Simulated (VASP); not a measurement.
B, 1 atom in the cell. Symmetry: Im-3m, No. 229, cubic system. Conventional cell: a = 1.916 Å, b = 1.916 Å, c = 1.916 Å, α = 90.00°, β = 90.00°, γ = 90.00°. Within 2.2 Å of B (site symmetry m-3m) lie 14 B at 1.66 to 1.92 Å. This isn't the form of B at room conditions, which is rhombohedral.

| Item | Value |
| --- | --- |
| Program | VASP 6.6.1 |
| Task | single point |
| Functional | PBEsol |
| Potentials or basis | VASP PAW PBE potentials, release 64 (B) |
| Cutoff | 520 eV |
| k mesh | 25 × 25 × 25 |
| Occupations | fermi-dirac, width 0.08 eV |
| Spin | no spin polarisation |
| Dipole correction | no |
| Further INCAR settings | ALGO = Normal; EDIFF = 1e-06; NBANDS = 8 |

Potentials or basis: VASP PAW PBE potentials, release 64 (B).

Command:

```bash
$ cat potpaw_PBE.64/B/POTCAR > POTCAR
$ mpirun -np 1 vasp_std > vasp.out
```

Hardware: 1 thread of Intel(R) Xeon(R) Platinum 8259CL CPU @ 2.50GHz (Skylake/Cascade Lake), with other jobs on the host.

Estimate the wall time of this run.

Run time: 5.3 s on 1 thread of Intel(R) Xeon(R) Platinum 8259CL CPU @ 2.50GHz (Skylake/Cascade Lake) (shared host), peak memory 0.11 GiB. Counts: scf iterations 8, k points 455.
